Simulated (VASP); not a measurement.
# BeS (Fm-3m) in VASP: a series of runs

The runs below take BeS through single point, with PBE, r2SCAN, PBE0.

All numbers are computed with VASP 6.6.1; they aren't measurements. Logs are shortened: lines on timing, memory, paths and dates and some standing lists are left out, and cuts for length are marked.

### 1 The cell of the first run

Symmetry: Fm-3m, No. 225, cubic system. The conventional cell has a = 4.635 Å, b = 4.635 Å, c = 4.635 Å, α = 90.00°, β = 90.00°, γ = 90.00°. Within 3.1 Å of Be (site symmetry m-3m) lie 6 S at 2.32 Å. S (site symmetry m-3m) has 6 Be at 2.32 Å within 3.1 Å.

### 2 Single point, PBE

File INCAR:

```
SYSTEM = BeS
PREC = Accurate
ENCUT = 520
EDIFF = 1E-7
ISMEAR = 0
SIGMA = 0.01
LREAL = .FALSE.
LASPH = .TRUE.
NELM = 60
ALGO = Normal
ISIF = 2
LWAVE = .FALSE.
LCHARG = .FALSE.
GGA = PE
NBANDS = 11
```

File KPOINTS:

```
regular mesh
0
G
  6 6 6
  0 0 0
```

File POSCAR:

```
BeS
1.0
    0.0000000000      2.3172972170      2.3172972170
    2.3172972170      0.0000000000      2.3172972170
    2.3172972170      2.3172972170      0.0000000000
Be S
1 1
Direct
    0.0000000000      0.0000000000      0.0000000000
    0.5000000000      0.5000000000      0.5000000000
```

Potentials or basis: VASP PAW PBE potentials, release 64 (Be, S).

On the command line:

```sh
$ cat potpaw_PBE.64/Be/POTCAR potpaw_PBE.64/S/POTCAR > POTCAR
$ mpirun -np 1 vasp_std > vasp.out
```

OUTCAR:

```text
SYSTEM = BeS
   PREC = Accurate
   ENCUT = 520
   EDIFF = 1E-7
   ISMEAR = 0
   LREAL = .FALSE.
   LASPH = .TRUE.
   NELM = 60
   ISIF = 2
   GGA = PE

 ion  position               nearest neighbor table
   1  0.000  0.000  0.000-   2 2.32   2 2.32   2 2.32   2 2.32   2 2.32   2 2.32
   2  0.500  0.500  0.500-   1 2.32   1 2.32   1 2.32   1 2.32   1 2.32   1 2.32

  LATTYP: Found a face centered cubic cell.
 ALAT       =     4.6345944340

  Lattice vectors:

 A1 = (   0.0000000000,   2.3172972170,   2.3172972170)
 A2 = (   2.3172972170,   0.0000000000,   2.3172972170)
 A3 = (   2.3172972170,   2.3172972170,   0.0000000000)

Analysis of symmetry for initial positions (statically):
=====================================================================
 Subroutine PRICEL returns:
 Original cell was already a primitive cell.

 Routine SETGRP: Setting up the symmetry group for a
 face centered cubic supercell.

 Subroutine GETGRP returns: Found 48 space group operations
 (whereof 48 operations were pure point group operations)
 out of a pool of 48 trial point group operations.

The static configuration has the point symmetry O_h .

Analysis of symmetry for dynamics (positions and initial velocities):
=====================================================================
 Subroutine PRICEL returns:
 Original cell was already a primitive cell.

 Routine SETGRP: Setting up the symmetry group for a
 face centered cubic supercell.

 Subroutine GETGRP returns: Found 48 space group operations
 (whereof 48 operations were pure point group operations)
 out of a pool of 48 trial point group operations.

The dynamic configuration has the point symmetry O_h .

 Subroutine INISYM returns: Found 48 space group operations
 (whereof 48 operations are pure point group operations),
 and found     1 'primitive' translations

----------------------------------------------------------------------------------------

                                     Primitive cell

  volume of cell :      24.8872

  direct lattice vectors                    reciprocal lattice vectors
     0.000000000  2.317297217  2.317297217    -0.215768610  0.215768610  0.215768610
     2.317297217  0.000000000  2.317297217     0.215768610 -0.215768610  0.215768610
     2.317297217  2.317297217  0.000000000     0.215768610  0.215768610 -0.215768610

  length of vectors
     3.277153152  3.277153152  3.277153152     0.373722196  0.373722196  0.373722196

  position of ions in fractional coordinates (direct lattice)
     0.000000000  0.000000000  0.000000000
     0.500000000  0.500000000  0.500000000

  ion indices of the primitive-cell ions
   primitive index   ion index
                 1           1
                 2           2

----------------------------------------------------------------------------------------

 KPOINTS: regular mesh

Automatic generation of k-mesh.
 Grid dimensions read from file:
 generate k-points for:    6    6    6

 Generating k-lattice:

  Cartesian coordinates                     Fractional coordinates (reciprocal lattice)
    -0.035961435  0.035961435  0.035961435     0.166666667  0.000000000  0.000000000
     0.035961435 -0.035961435  0.035961435     0.000000000  0.166666667  0.000000000
     0.035961435  0.035961435 -0.035961435     0.000000000  0.000000000  0.166666667

  Length of vectors
     0.062287033  0.062287033  0.062287033

  Shift w.r.t. Gamma in fractional coordinates (k-lattice)
     0.000000000  0.000000000  0.000000000

 Subroutine IBZKPT returns following result:
 ===========================================

 Found     16 irreducible k-points:

 Following reciprocal coordinates:
            Coordinates               Weight
  0.000000  0.000000  0.000000      1.000000
  0.166667  0.000000  0.000000      8.000000
  0.333333  0.000000  0.000000      8.000000
  0.500000  0.000000  0.000000      4.000000
  0.166667  0.166667  0.000000      6.000000
  0.333333  0.166667  0.000000     24.000000
[... 8 lines left out ...]
 -0.333333  0.333333  0.166667     24.000000
 -0.333333  0.500000  0.166667     12.000000
   k-points           NKPTS =     16   k-points in BZ     NKDIM =     16   number of bands    NBANDS=     11
   number of dos      NEDOS =    301   number of ions     NIONS =      2
   total plane-waves  NPLWV =  13824
   dimension x,y,z NGX =    24 NGY =   24 NGZ =   24
   dimension x,y,z NGXF=    48 NGYF=   48 NGZF=   48
   ions per type =               1   1
   NGX,Y,Z   is equivalent  to a cutoff of  12.17, 12.17, 12.17 a.u.
   NGXF,Y,Z  is equivalent  to a cutoff of  24.35, 24.35, 24.35 a.u.
 SYSTEM =  BeS
   PREC   = accura    normal or accurate (medium, high low for compatibility)
   ISTART =      0    job   : 0-new  1-cont  2-samecut
   ICHARG =      2    charge: 1-file 2-atom 10-const
   ISPIN  =      1    spin polarized calculation?
   LNONCOLLINEAR =      F non collinear calculations
   LSORBIT =      F    spin-orbit coupling
   LASPH  =      T    aspherical Exc in radial PAW
   ENCUT  =  520.0 eV  38.22 Ry    6.18 a.u.   6.09  6.09  6.09*2*pi/ulx,y,z
   NELM   =     60;   NELMIN=  2; NELMDL= -5     # of ELM steps
   EDIFF  = 0.1E-06   stopping-criterion for ELM
   LREAL  =      F    real-space projection
   EDIFFG = 0.1E-05   stopping-criterion for IOM
   NSW    =      0    number of steps for IOM
   IBRION =     -1    ionic relax: 0-MD 1-quasi-New 2-CG
   NFREE  =      0    steps in history (QN), initial steepest desc. (CG)
   ISIF   =      2    stress and relaxation
   ISYM   =      2    0-nonsym 1-usesym 2-fastsym
   POTIM  = 0.5000    time-step for ionic-motion
   TEBEG  =    0.0;   TEEND  =   0.0 temperature during run
   PSTRESS=    0.0 pullay stress
   NELECT =       8.0000    total number of electrons
   NUPDOWN=      -1.0000    fix difference up-down
   EMIN   =  10.00;   EMAX   =-10.00  energy-range for DOS
   EFERMI =   0.00;   METHOD = LEGACY
   ISMEAR =     0;   SIGMA  =   0.01  broadening in eV -4-tet -1-fermi 0-gaus
   EFERMI_NEDOS =   21; number of points for ismear=-14 and -15
   IALGO  =     38    algorithm
   IMIX   =      4    mixing-type and parameters
     AMIX     =   0.40;   BMIX     =  1.00
     AMIX_MAG =   1.60;   BMIX_MAG =  1.00
  volume/ion in A,a.u.               =      12.44        83.97
  Fermi-wavevector in a.u.,A,eV,Ry     =   1.121450  2.119232 17.111356  1.257649
  Thomas-Fermi vector in A             =   2.258103
   LORBIT       =      0    0 simple, 1 ext, 2 COOP (PROOUT), +10 PAW based schemes
   GGA     = PE    functional components
   LHFCALC =     F    Hartree Fock is set to
   AEXX    =    0.0000 exact exchange contribution
   IVDW    =     0    specifies the selected vdW correction
   LEPSILON=     F    determine dielectric tensor
   LRPA    =     F    only Hartree local field effects (RPA)
 non-spin polarized calculation
 Gauss-broadening in eV      SIGMA  =   0.01
  energy-cutoff  :      520.00
  volume of cell :       24.89
 maximum number of plane-waves:       692
   NGX = 13   NGY = 13   NGZ = 13

 number of electron       7.9999998 magnetization

 Free energy of the ion-electron system (eV)
  ---------------------------------------------------
  ext. energy  EPLUGINS =         0.00000000
  ---------------------------------------------------
  free energy    TOTEN  =        -8.87880637 eV

  energy without entropy =       -8.87880637  energy(sigma->0) =       -8.87880637

 E-fermi :   6.6844     XC(G=0): -10.6055

 val. band max:        6.5928709175   @ k =  -0.1667   0.1667   0.0000
 cond. band min:       7.5734208579   @ k =   0.5000   0.5000   0.0000
 fundamental gap:      0.9805499404
 Fermi energy:         6.6843838077

 k-point     1 :       0.0000    0.0000    0.0000
  band No.  band energies     occupation
      1      -8.4870      2.00000
      2       6.3019      2.00000
      3       6.3019      2.00000
      4       6.3019      2.00000
      5      11.8832      0.00000
      6      15.4300      0.00000
      7      15.4300      0.00000
      8      15.4300      0.00000
      9      16.1773      0.00000
     10      16.1773      0.00000
     11      16.1773      0.00000

 k-point     2 :       0.1667    0.0000    0.0000
  band No.  band energies     occupation
      1      -8.0830      2.00000
      2       4.1661      2.00000
      3       6.2013      2.00000
      4       6.2013      2.00000
      5      12.2631      0.00000
      6      13.6273      0.00000
      7      13.6273      0.00000
      8      15.2976      0.00000
      9      16.6050      0.00000
     10      16.6050      0.00000
     11      16.9373      0.00000

 k-point     3 :       0.3333    0.0000    0.0000
  band No.  band energies     occupation
      1      -7.0252      2.00000
      2       0.9834      2.00000
      3       6.0957      2.00000
      4       6.0957      2.00000
      5      11.1994      0.00000
      6      11.3788      0.00000
      7      11.3788      0.00000
      8      16.6191      0.00000
      9      18.9523      0.00000
     10      19.3889      0.00000
     11      19.3889      0.00000

 k-point     4 :       0.5000    0.0000    0.0000
  band No.  band energies     occupation
      1      -6.2301      2.00000
      2      -0.6102      2.00000
      3       6.0938      2.00000
      4       6.0938      2.00000
      5      10.5348      0.00000
      6      10.5348      0.00000
      7      10.7285      0.00000
      8      16.7778      0.00000
      9      22.1134      0.00000
     10      22.1134      0.00000
     11      22.3839      0.00000

 k-point     5 :       0.1667    0.1667    0.0000
  band No.  band energies     occupation
      1      -7.9438      2.00000
      2       4.8183      2.00000
      3       5.3449      2.00000
      4       5.3449      2.00000
      5      11.5954      0.00000
      6      13.6084      0.00000
      7      13.8286      0.00000
      8      15.7757      0.00000
      9      15.7757      0.00000
     10      18.6679      0.00000
     11      18.6679      0.00000
[... 99 lines left out ...]
 k-point    13 :       0.5000    0.5000    0.0000
  band No.  band energies     occupation
      1      -5.1878      2.00000
      2      -0.1705      2.00000
      3       3.4301      2.00000
      4       3.4301      2.00000
      5       7.5734      0.00000
      6      10.9380      0.00000
      7      18.3609      0.00000
      8      18.3609      0.00000
      9      20.1764      0.00000
     10      21.8812      0.00000
     11      24.6424      0.00000

 k-point    14 :       0.5000    0.3333    0.1667
  band No.  band energies     occupation
      1      -6.1422      2.00000
      2       1.2326      2.00000
      3       2.6928      2.00000
      4       4.4275      2.00000
      5      10.1658      0.00000
      6      12.7653      0.00000
      7      14.0555      0.00000
      8      16.8984      0.00000
      9      17.9308      0.00000
     10      22.2906      0.00000
     11      22.3279      0.00000

 k-point    15 :      -0.3333    0.3333    0.1667
  band No.  band energies     occupation
      1      -5.4854      2.00000
      2       0.4194      2.00000
      3       2.1205      2.00000
      4       3.7754      2.00000
      5      11.1372      0.00000
      6      11.5982      0.00000
      7      15.7521      0.00000
      8      16.8647      0.00000
      9      19.1036      0.00000
     10      19.3168      0.00000
     11      23.8071      0.00000

 k-point    16 :      -0.3333    0.5000    0.1667
  band No.  band energies     occupation
      1      -5.1636      2.00000
      2       0.4491      2.00000
      3       2.1096      2.00000
      4       2.8164      2.00000
      5       9.7275      0.00000
      6      13.5256      0.00000
      7      14.2376      0.00000
      8      18.2017      0.00000
      9      18.9942      0.00000
     10      21.2076      0.00000
     11      24.7168      0.00000

------------------------ aborting loop because EDIFF is reached ----------------------------------------

  FORCE on cell =-STRESS in cart. coord.  units (eV):
  Direction    XX          YY          ZZ          XY          YZ          ZX
  --------------------------------------------------------------------------------------
  -------------------------------------------------------------------------------------
  Total       -0.0359509     -0.0359509     -0.0359509     -0.0000000     -0.0000000     -0.0000000
  in kB       -2.3144326     -2.3144326     -2.3144326     -0.0000000     -0.0000000     -0.0000000
  external PRESSURE =      -2.3144326 kB  Pullay stress =       0.0000000 kB

 VOLUME and BASIS-vectors are now :
 -----------------------------------------------------------------------------
  energy-cutoff  :      520.00
  volume of cell :       24.89
      direct lattice vectors                 reciprocal lattice vectors
     0.000000000  2.317297217  2.317297217    -0.215768610  0.215768610  0.215768610
     2.317297217  0.000000000  2.317297217     0.215768610 -0.215768610  0.215768610
     2.317297217  2.317297217  0.000000000     0.215768610  0.215768610 -0.215768610

 POSITION                                       TOTAL-FORCE (eV/Angst)
 -----------------------------------------------------------------------------------
      0.00000      0.00000      0.00000        -0.000000      0.000000     -0.000000
      2.31730      2.31730      2.31730         0.000000     -0.000000      0.000000
 -----------------------------------------------------------------------------------
    total drift:                               -0.000000     -0.000000      0.000000

  FREE ENERGIE OF THE ION-ELECTRON SYSTEM (eV)
  ---------------------------------------------------
  free  energy   TOTEN  =        -8.8788063709 eV

  energy  without entropy=       -8.8788063709  energy(sigma->0) =       -8.87880637
```

Run time: 3.7 s. Hardware: 1 thread of Intel Xeon Platinum 8259CL at 2.50GHz (Skylake/Cascade Lake), shared host; peak memory 0.13 GiB.

What came out:

```yaml
Free_energy: -8.8788 eV
Pressure: -0.2 GPa
Band_gap_on_the_k_mesh: 0.98 eV, indirect (least direct gap 4.14 eV)
```

Levels at points of the mesh, in eV from the valence-band top:
| k point | band 1 | band 2 | band 3 | band 4 | band 5 | band 6 | band 7 | band 8 | band 9 |
| --- | --- | --- | --- | --- | --- | --- | --- | --- | --- |
| (0.00, 0.00, 0.00) | -15.08 | -0.29 | -0.29 | -0.29 | 5.29 | 8.84 | 8.84 | 8.84 | 9.58 |
| (0.50, 0.00, 0.00) | -12.82 | -7.20 | -0.50 | -0.50 | 3.94 | 3.94 | 4.14 | 10.18 | 15.52 |
| (0.50, 0.50, 0.00) | -11.78 | -6.76 | -3.16 | -3.16 | 0.98 | 4.35 | 11.77 | 11.77 | 13.58 |

### 3 Single point, PBE

File INCAR:

```
PREC     = Accurate       # precision mode
ENCUT    = 520            # plane-wave cutoff, eV
EDIFF    = 1E-6           # SCF threshold, eV
ISMEAR   = 0              # smearing method
SIGMA    = 0.01           # smearing width, eV
LREAL    = F              # projectors in reciprocal space
LASPH    = T              # aspherical terms in the spheres
NELM     = 80             # most SCF steps
ALGO     = Normal         # electronic algorithm
ISIF     = 2              # what is computed and relaxed
LWAVE    = F              # write WAVECAR
LCHARG   = F              # write CHGCAR
GGA      = PE             # functional
NBANDS   = 11             # bands
```

File KPOINTS:

```
Automatic mesh
0
Gamma
  6 6 6
```

POSCAR is that of step 2.

Potentials or basis: VASP PAW PBE potentials, release 64 (Be, S).

On the command line:

```sh
$ cat potpaw_PBE.64/Be/POTCAR potpaw_PBE.64/S/POTCAR > POTCAR
$ mpirun -np 1 vasp_std > vasp.out
```

Wall time 3.7 s (1 thread of Intel Xeon Platinum 8259CL at 2.50GHz (Skylake/Cascade Lake), shared host); peak memory 0.13 GiB.

Results (log left out):

| Quantity | Value |
| --- | --- |
| Free energy | -8.8788 eV |
| Pressure | -0.2 GPa |
| Band gap on the k mesh | 0.98 eV, indirect (least direct gap 4.14 eV) |

Levels at points of the mesh, in eV from the valence-band top:
```csv
k point,band 1,band 2,band 3,band 4,band 5,band 6,band 7,band 8,band 9
"(0.00, 0.00, 0.00)",-15.08,-0.29,-0.29,-0.29,5.29,8.84,8.84,8.84,9.58
"(0.50, 0.00, 0.00)",-12.82,-7.20,-0.50,-0.50,3.94,3.94,4.14,10.18,15.52
"(0.50, 0.50, 0.00)",-11.78,-6.76,-3.16,-3.16,0.98,4.35,11.77,11.77,13.58
```

A k mesh can miss the band edges. Expect the measured gap to be larger: semilocal functionals such as PBE lack the derivative discontinuity.

(Part 1 of 3 ends here.)
